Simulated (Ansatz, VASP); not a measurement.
**In3BiSb2: VASP beside Ansatz**

The input INCAR:

```
PREC     = Accurate       # precision mode
ENCUT    = 520            # plane-wave cutoff, eV
EDIFF    = 1E-6           # SCF threshold, eV
ISMEAR   = -1             # smearing method
SIGMA    = 0.02           # smearing width, eV
LREAL    = F              # projectors in reciprocal space
LASPH    = T              # aspherical terms in the spheres
NELM     = 60             # most SCF steps
ALGO     = Normal         # electronic algorithm
ISIF     = 2              # what is computed and relaxed
LWAVE    = F              # write WAVECAR
LCHARG   = F              # write CHGCAR
GGA      = PE             # functional
NBANDS   = 41             # bands
```

Contents of KPOINTS:

```
Automatic mesh
0
Gamma
  6 6 2
```

The input POSCAR:

```
In3BiSb2
1.0
    4.6482729767      0.0000000000      0.0000000000
   -2.3241364883      4.0255224816      0.0000000000
    0.0000000000      0.0000000000     11.3774577877
Sb Bi In
2 1 3
Direct
    0.0000000000      0.0000000000      0.0029669446
    0.3333333333      0.6666666667      0.3312241563
    0.6666666667      0.3333333333      0.6656474557
    0.3333333333      0.6666666667      0.0833708467
    0.6666666667      0.3333333333      0.4112629399
    0.0000000000      0.0000000000      0.7555276568
```

Input for Ansatz:

```yaml
crystal:
  lattice:
    - [4.6482729767, 0.0, 0.0]
    - [-2.3241364883, 4.0255224816, 0.0]
    - [0.0, 0.0, 11.3774577877]
  atoms:
    - { symbol: Sb, position: [0.0, 0.0, 0.0029669446] }
    - { symbol: Sb, position: [0.3333333333, 0.6666666667, 0.3312241563] }
    - { symbol: Bi, position: [0.6666666667, 0.3333333333, 0.6656474557] }
    - { symbol: In, position: [0.3333333333, 0.6666666667, 0.0833708467] }
    - { symbol: In, position: [0.6666666667, 0.3333333333, 0.4112629399] }
    - { symbol: In, position: [0.0, 0.0, 0.7555276568] }
kpoints:
  mp_grid: { grid: [6, 6, 2] }
hamiltonian:
  xc: pbe
scf:
  occupations: { method: fermi_dirac, width: 0.02 }
  n_extra_bands: 5
output:
  forces: true
  stress: true
  eigenvalues: true
```

Alike in both runs: task single point; functional PBE; k mesh 6 × 6 × 2; occupations fermi-dirac, width 0.02 eV; no spin polarisation.

|  | VASP | Ansatz |
| --- | --- | --- |
| version | VASP 6.6.1 | Ansatz 0.2.0 |
| potentials or method | VASP PAW PBE potentials, release 64 (Sb, Bi_d, In_d) | plane waves, PAW |
| plane-wave cutoff (eV) | 520 | 420 |
| valence electrons in the cell | 64 | 84 |

VASP gave:

* pressure (GPa): 2.4
* rms of the force components (eV/Å): 0.011

Task: Estimate Ansatz's values.

Result: Pressure (GPa): 2.5; rms of the force components (eV/Å): 0.011.

Atom by atom the forces differ by 0.000 eV/Å (rms over components). The functional is the same, so the differences come from potentials, cutoffs and numerics. VASP's potentials hold 64 valence electrons a cell and Ansatz's 84, so a difference there can come from the potentials and not from the codes.

Neither program's run includes spin-orbit coupling.
